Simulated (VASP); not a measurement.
# GaSi (Cmcm) in VASP: relaxation of cell and atoms with PBE

Aim: the relaxation of cell and atoms of GaSi with PBE.

Everything below comes from runs of VASP 6.6.1. Logs are shortened: lines on timing, memory, paths and dates and some standing lists are left out, and cuts for length are marked.

### 1 The cell of the first run

The structure is orthorhombic, space group Cmcm (No. 63). Conventional cell: a = 3.795 Å, b = 10.658 Å, c = 3.521 Å, α = 90.00°, β = 90.00°, γ = 90.00°. Within 3.6 Å of Ga (site symmetry m2m) lie 7 Si at 2.73 to 3.20 Å and 6 Ga at 3.20 to 3.52 Å. Si (site symmetry m2m) has 2 Si at 2.45 Å and 7 Ga at 2.73 to 3.20 Å within 3.2 Å.

### 2 Relaxation of cell and atoms, PBE

The input, INCAR:

```
PREC = Accurate
ENCUT = 600
EDIFF = 1E-6
ISMEAR = 0
SIGMA = 0.1
LREAL = False
LASPH = True
NELM = 60
ALGO = Fast
ISIF = 3
LWAVE = False
LCHARG = False
GGA = PE
IBRION = 2
NSW = 100
EDIFFG = -0.01
KPAR = 4
```

The input, KPOINTS:

```
Automatic mesh
0
Gamma
  14 14 14
```

The input, POSCAR:

```
GaSi
1.0
    1.8976590300     -5.3291800831      0.0000000000
    1.8976590300      5.3291800831      0.0000000000
    0.0000000000      0.0000000000      3.5206885089
Ga Si
2 2
Direct
    0.8384213096      0.1615786904      0.2500000000
    0.1615786904      0.8384213096      0.7500000000
    0.5800007467      0.4199992533      0.2500000000
    0.4199992533      0.5800007467      0.7500000000
```

Potentials or basis: VASP PAW PBE potentials, release 64 (Ga_d, Si).

Started as:

```
$ cat potpaw_PBE.64/Ga_d/POTCAR potpaw_PBE.64/Si/POTCAR > POTCAR
$ mpirun -np 4 vasp_std > vasp.out
```

OUTCAR:

```text
PREC = Accurate
   ENCUT = 600
   EDIFF = 1E-6
   ISMEAR = 0
   LREAL = False
   LASPH = True
   NELM = 60
   ISIF = 3
   GGA = PE
   IBRION = 2
   NSW = 100
   EDIFFG = -0.01

 ion  position               nearest neighbor table
   1  0.838  0.162  0.250-   4 2.73   4 2.73   4 2.73   4 2.73   3 2.75
   2  0.162  0.838  0.750-   3 2.73   3 2.73   3 2.73   3 2.73   4 2.75
   3  0.580  0.420  0.250-   4 2.45   4 2.45   2 2.73   2 2.73   2 2.73   2 2.73   1 2.75
   4  0.420  0.580  0.750-   3 2.45   3 2.45   1 2.73   1 2.73   1 2.73   1 2.73   2 2.75

  LATTYP: Found a base centered orthorhombic cell.
 ALAT       =     3.7953180600
 B/A-ratio  =     2.8082916893
 C/A-ratio  =     0.9276399114

  Lattice vectors:

 A1 = (   1.8976590300,  -5.3291800831,   0.0000000000)
 A2 = (   1.8976590300,   5.3291800831,   0.0000000000)
 A3 = (   0.0000000000,   0.0000000000,   3.5206885089)

Analysis of symmetry for initial positions (statically):
=====================================================================
 Subroutine PRICEL returns:
 Original cell was already a primitive cell.

 Routine SETGRP: Setting up the symmetry group for a
 base centered orthorhombic supercell.

 Subroutine GETGRP returns: Found  8 space group operations
 (whereof  4 operations were pure point group operations)
 out of a pool of  8 trial point group operations.

The static configuration has the point symmetry C_2h.
 The point group associated with its full space group is D_2h.

Analysis of symmetry for dynamics (positions and initial velocities):
=====================================================================
 Subroutine PRICEL returns:
 Original cell was already a primitive cell.

 Routine SETGRP: Setting up the symmetry group for a
 base centered orthorhombic supercell.

 Subroutine GETGRP returns: Found  8 space group operations
 (whereof  4 operations were pure point group operations)
 out of a pool of  8 trial point group operations.

The dynamic configuration has the point symmetry C_2h.
 The point group associated with its full space group is D_2h.

 Subroutine INISYM returns: Found  8 space group operations
 (whereof  4 operations are pure point group operations),
 and found     1 'primitive' translations

----------------------------------------------------------------------------------------

                                     Primitive cell

  volume of cell :      71.2092

  direct lattice vectors                    reciprocal lattice vectors
     1.897659030 -5.329180083  0.000000000     0.263482529 -0.093823063  0.000000000
     1.897659030  5.329180083  0.000000000     0.263482529  0.093823063  0.000000000
     0.000000000  0.000000000  3.520688509     0.000000000  0.000000000  0.284035352

  length of vectors
     5.656966515  5.656966515  3.520688509     0.279688774  0.279688774  0.284035352

  position of ions in fractional coordinates (direct lattice)
     0.838421310  0.161578690  0.250000000
     0.161578690  0.838421310  0.750000000
     0.580000747  0.419999253  0.250000000
     0.419999253  0.580000747  0.750000000

  ion indices of the primitive-cell ions
   primitive index   ion index
                 1           1
                 2           2
                 3           3
                 4           4

----------------------------------------------------------------------------------------

 KPOINTS: Automatic mesh

Automatic generation of k-mesh.
 Grid dimensions read from file:
 generate k-points for:   14   14   14

 Generating k-lattice:

  Cartesian coordinates                     Fractional coordinates (reciprocal lattice)
     0.018820181 -0.006701647  0.000000000     0.071428571  0.000000000  0.000000000
     0.018820181  0.006701647  0.000000000     0.000000000  0.071428571  0.000000000
     0.000000000  0.000000000  0.020288239     0.000000000  0.000000000  0.071428571

  Length of vectors
     0.019977770  0.019977770  0.020288239

  Shift w.r.t. Gamma in fractional coordinates (k-lattice)
     0.000000000  0.000000000  0.000000000

 Subroutine IBZKPT returns following result:
 ===========================================

 Found    456 irreducible k-points:

 Following reciprocal coordinates:
            Coordinates               Weight
  0.000000  0.000000  0.000000      1.000000
  0.071429  0.000000  0.000000      4.000000
  0.142857  0.000000  0.000000      4.000000
  0.214286  0.000000  0.000000      4.000000
  0.285714  0.000000  0.000000      4.000000
  0.357143  0.000000  0.000000      4.000000
[... 16 lines left out ...]
  0.214286  0.142857  0.000000      4.000000
  0.285714  0.142857  0.000000      4.000000
 [... further k-points ...]
   k-points           NKPTS =    456   k-points in BZ     NKDIM =    456   number of bands    NBANDS=     21
   number of dos      NEDOS =    301   number of ions     NIONS =      4
   total plane-waves  NPLWV =  64512
   dimension x,y,z NGX =    48 NGY =   48 NGZ =   28
   dimension x,y,z NGXF=    96 NGYF=   96 NGZF=   56
   ions per type =               2   2
   NGX,Y,Z   is equivalent  to a cutoff of  14.11, 14.11, 13.22 a.u.
   NGXF,Y,Z  is equivalent  to a cutoff of  28.21, 28.21, 26.44 a.u.
 SYSTEM =  unknown system
   PREC   = accura    normal or accurate (medium, high low for compatibility)
   ISTART =      0    job   : 0-new  1-cont  2-samecut
   ICHARG =      2    charge: 1-file 2-atom 10-const
   ISPIN  =      1    spin polarized calculation?
   LNONCOLLINEAR =      F non collinear calculations
   LSORBIT =      F    spin-orbit coupling
   LASPH  =      T    aspherical Exc in radial PAW
   ENCUT  =  600.0 eV  44.10 Ry    6.64 a.u.  11.30 11.30  7.03*2*pi/ulx,y,z
   NELM   =     60;   NELMIN=  2; NELMDL= -5     # of ELM steps
   EDIFF  = 0.1E-05   stopping-criterion for ELM
   LREAL  =      F    real-space projection
   EDIFFG = -.1E-01   stopping-criterion for IOM
   NSW    =    100    number of steps for IOM
   IBRION =      2    ionic relax: 0-MD 1-quasi-New 2-CG
   NFREE  =      1    steps in history (QN), initial steepest desc. (CG)
   ISIF   =      3    stress and relaxation
   ISYM   =      2    0-nonsym 1-usesym 2-fastsym
   POTIM  = 0.5000    time-step for ionic-motion
   TEBEG  =    0.0;   TEEND  =   0.0 temperature during run
   PSTRESS=    0.0 pullay stress
   NELECT =      34.0000    total number of electrons
   NUPDOWN=      -1.0000    fix difference up-down
   EMIN   =  10.00;   EMAX   =-10.00  energy-range for DOS
   EFERMI =   0.00;   METHOD = LEGACY
   ISMEAR =     0;   SIGMA  =   0.10  broadening in eV -4-tet -1-fermi 0-gaus
   EFERMI_NEDOS =   21; number of points for ismear=-14 and -15
   IALGO  =     68    algorithm
   IMIX   =      4    mixing-type and parameters
     AMIX     =   0.40;   BMIX     =  1.00
     AMIX_MAG =   1.60;   BMIX_MAG =  1.00
  volume/ion in A,a.u.               =      17.80       120.14
  Fermi-wavevector in a.u.,A,eV,Ry     =   1.279546  2.417990 22.275959  1.637237
  Thomas-Fermi vector in A             =   2.412025
   LORBIT       =      0    0 simple, 1 ext, 2 COOP (PROOUT), +10 PAW based schemes
   GGA     = PE    functional components
   LHFCALC =     F    Hartree Fock is set to
   AEXX    =    0.0000 exact exchange contribution
   IVDW    =     0    specifies the selected vdW correction
   LEPSILON=     F    determine dielectric tensor
   LRPA    =     F    only Hartree local field effects (RPA)
 conjugate gradient relaxation of ions
 non-spin polarized calculation
 RMM-DIIS sequential band-by-band and
 Gauss-broadening in eV      SIGMA  =   0.10
  energy-cutoff  :      600.00
  volume of cell :       71.21
 maximum number of plane-waves:      2400
 NGX is ok and might be reduce to    48
   NGX = 23   NGY = 23   NGZ = 15

--------------------------------------- Ionic step        1  -------------------------------------------

 number of electron      34.0000001 magnetization

 Free energy of the ion-electron system (eV)
  ---------------------------------------------------
  ext. energy  EPLUGINS =         0.00000000
  ---------------------------------------------------
  free energy    TOTEN  =       -15.70249477 eV

  energy without entropy =      -15.69453864  energy(sigma->0) =      -15.69851670

------------------------ aborting loop because EDIFF is reached ----------------------------------------

  FORCE on cell =-STRESS in cart. coord.  units (eV):
  Direction    XX          YY          ZZ          XY          YZ          ZX
  --------------------------------------------------------------------------------------
  -------------------------------------------------------------------------------------
  Total        0.0270559     -0.9725936      0.9782977      0.0000000      0.0000000      0.0000000
  in kB        0.6087470    -21.8829472     22.0112873      0.0000000      0.0000000      0.0000000
  external PRESSURE =       0.2456957 kB  Pullay stress =       0.0000000 kB
[... 95 lines left out ...]
  FREE ENERGIE OF THE ION-ELECTRON SYSTEM (eV)
  ---------------------------------------------------
  free  energy   TOTEN  =       -15.7232962276 eV

  energy  without entropy=      -15.7159473425  energy(sigma->0) =      -15.71962179

[... ionic steps 4 to 16 ...]

--------------------------------------- Ionic step       17  -------------------------------------------

 number of electron      34.0000009 magnetization

------------------------ aborting loop because EDIFF is reached ----------------------------------------

  FORCE on cell =-STRESS in cart. coord.  units (eV):
  Direction    XX          YY          ZZ          XY          YZ          ZX
  --------------------------------------------------------------------------------------
  -------------------------------------------------------------------------------------
  Total       -0.0242523     -0.0089356     -0.0603560      0.0000000     -0.0000000      0.0000000
  in kB       -0.5466565     -0.2014109     -1.3604489      0.0000000     -0.0000000      0.0000000
  external PRESSURE =      -0.7028388 kB  Pullay stress =       0.0000000 kB
[... 61 lines left out ...]
  energy  without entropy=      -15.7192586730  energy(sigma->0) =      -15.72305095

--------------------------------------- Ionic step       19  -------------------------------------------

 number of electron      34.0000009 magnetization

 Free energy of the ion-electron system (eV)
  ---------------------------------------------------
  ext. energy  EPLUGINS =         0.00000000
  ---------------------------------------------------
  free energy    TOTEN  =       -15.72687249 eV

  energy without entropy =      -15.71931992  energy(sigma->0) =      -15.72309620

 E-fermi :   6.7990     XC(G=0): -10.7584

 val. band max:        6.7960253803   @ k =  -0.2857   0.2857   0.4286
 cond. band min:       6.7993576441   @ k =  -0.3571   0.3571   0.5000
 fundamental gap:      0.0033322638
 Fermi energy:         6.7990051257

 k-point     1 :       0.0000    0.0000    0.0000
  band No.  band energies     occupation
      1      -8.1742      2.00000
      2      -8.1145      2.00000
      3      -8.0965      2.00000
      4      -8.0951      2.00000
      5      -8.0912      2.00000
      6      -8.0672      2.00000
[... 550 lines left out ...]
      5      -8.0822      2.00000
      6      -8.0784      2.00000
[... 13 lines left out ...]
     20      10.7226      0.00000
     21      10.7759      0.00000

 [... further k-points ...]
[... 5 lines left out ...]
  --------------------------------------------------------------------------------------
  -------------------------------------------------------------------------------------
  Total       -0.0193452     -0.0395816     -0.0316851      0.0000000     -0.0000000      0.0000000
  in kB       -0.4360404     -0.8921661     -0.7141792      0.0000000     -0.0000000      0.0000000
  external PRESSURE =      -0.6807952 kB  Pullay stress =       0.0000000 kB
[... 19 lines left out ...]
  FREE ENERGIE OF THE ION-ELECTRON SYSTEM (eV)
  ---------------------------------------------------
  free  energy   TOTEN  =       -15.7268724884 eV

  energy  without entropy=      -15.7193199215  energy(sigma->0) =      -15.72309620

 reached required accuracy - stopping structural energy minimisation
```

It took 63 min on 4 MPI ranks of Oxide Virtual Turin-like, shared host; peak memory 0.82 GiB.

What came out:

```
Free energy                           : -15.7269 eV
Relaxed volume                        : 17.77 Å³/atom
Relaxed cell                          : a = 5.530 Å, b = 5.530 Å, c = 3.570 Å, α = 90.00°, β = 90.00°, γ = 139.37°
Space group after relaxing (to 0.1 Å) : Cmcm (No. 63)
Energy gained by relaxing             : 6.1 meV/atom
Ionic steps                           : 19
Pressure after relaxing               : -0.1 GPa
Largest force after relaxing          : 0.005 eV/Å
Band gap on the k mesh                : zero (bands 17 and 18 overlap by 5.23 eV)
```

Forces on the atoms (eV/Å):
```
Ga   0.000  0.001  0.000
Ga   0.000 -0.001  0.000
Si   0.000 -0.005  0.000
Si   0.000  0.005  0.000
```

Step by step:
```tsv
step	energy change (eV)	largest force (eV/Å)	pressure (GPa)	volume (Å³)
1	0.0000	0.0415	0.02	71.21
2	-0.0170	0.0460	-0.18	71.23
3	-0.0208	0.0701	-0.27	71.23
4	-0.0208	0.0680	-0.25	71.23
5	-0.0221	0.0548	0.05	70.91
6	-0.0224	0.0464	0.28	70.71
7	-0.0233	0.0410	0.01	70.90
8	-0.0234	0.0446	-0.06	71.00
9	-0.0235	0.0470	-0.14	71.02
10	-0.0239	0.0345	0.05	70.94
11	-0.0239	0.0336	0.05	70.93
12	-0.0240	0.0306	0.01	70.89
13	-0.0243	0.0138	0.14	70.90
14	-0.0243	0.0104	0.12	70.90
15	-0.0243	0.0069	-0.12	71.13
16	-0.0244	0.0131	0.05	71.05
17	-0.0243	0.0068	-0.07	71.08
18	-0.0243	0.0122	-0.03	71.07
19	-0.0244	0.0052	-0.07	71.08
```

Final structure:
```xyz
4
Lattice="1.9197 -5.1858 0.0000 1.9197 5.1858 0.0000 0.0000 0.0000 3.5701" Properties=species:S:1:pos:R:3 pbc="T T T"
Ga    1.9197   -3.5371    0.8925
Ga    1.9197    3.5371    2.6776
Si    1.9197   -0.8454    0.8925
Si    1.9197    0.8454    2.6776
```
